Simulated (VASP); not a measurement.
A run of VASP 6.6.1:

Contents of INCAR:

```
SYSTEM = SiSn3O8
ALGO = Normal ; EDIFF = 1E-6
ENCUT = 600 ; GGA = PE
GGA_COMPAT = .FALSE. ; ISIF = 2
ISMEAR = 0 ; KPAR = 4
LASPH = .TRUE. ; LCHARG = .TRUE.
LORBIT = 11 ; LORBMOM = .TRUE.
LREAL = .FALSE. ; LSORBIT = .TRUE.
LVHAR = .TRUE. ; LWAVE = .FALSE.
MAGMOM = 0 0 0 0 0 0 0 0 0 0 0 0 0 0 0 0 0 0 0 0 0 0 0 0 0 0 0 0 0 0 0 0 0 0 0 0 ; NBANDS = 116
NELM = 200 ; PREC = Accurate
SIGMA = 0.01
```

The input KPOINTS:

```
k-points
0
G
  6 6 4
  0 0 0
```

File POSCAR:

```
SiSn3O8
1.0
    3.2571296379     -3.2646450989      0.0000000000
    3.2571296379      3.2646450989      0.0000000000
    0.0000000000      0.0000000000      6.1545524067
Si Sn O
1 3 8
Direct
    0.5000000000      0.5000000000      0.0000000000
    0.0000000000      0.0000000000      0.7609588627
    0.5000000000      0.5000000000      0.5000000000
    0.0000000000      0.0000000000      0.2390411373
    0.2185138689      0.2185138689      0.0000000000
    0.7814861311      0.7814861311      0.0000000000
    0.6836606116      0.3163393884      0.7776603983
    0.3163393884      0.6836606116      0.7776603983
    0.1923248998      0.1923248998      0.5000000000
    0.8076751002      0.8076751002      0.5000000000
    0.6836606116      0.3163393884      0.2223396017
    0.3163393884      0.6836606116      0.2223396017
```

Potentials or basis: VASP PAW PBE potentials, release 64 (Si, Sn_d, O).

Launch:

```console
$ cat potpaw_PBE.64/Si/POTCAR potpaw_PBE.64/Sn_d/POTCAR potpaw_PBE.64/O/POTCAR > POTCAR
$ mpirun -np 4 vasp_ncl > vasp.out
```

Hardware: 4 MPI ranks on Intel(R) Xeon(R) 6975P-C (Granite Rapids), on a shared host.

**Question.** How long does it take, and how much memory?

**Answer.** It took 4.9 min on 4 MPI ranks on Intel(R) Xeon(R) 6975P-C (Granite Rapids) (shared host), peak memory 1.2 GiB a rank. Counts: scf iterations 15, k points 39.
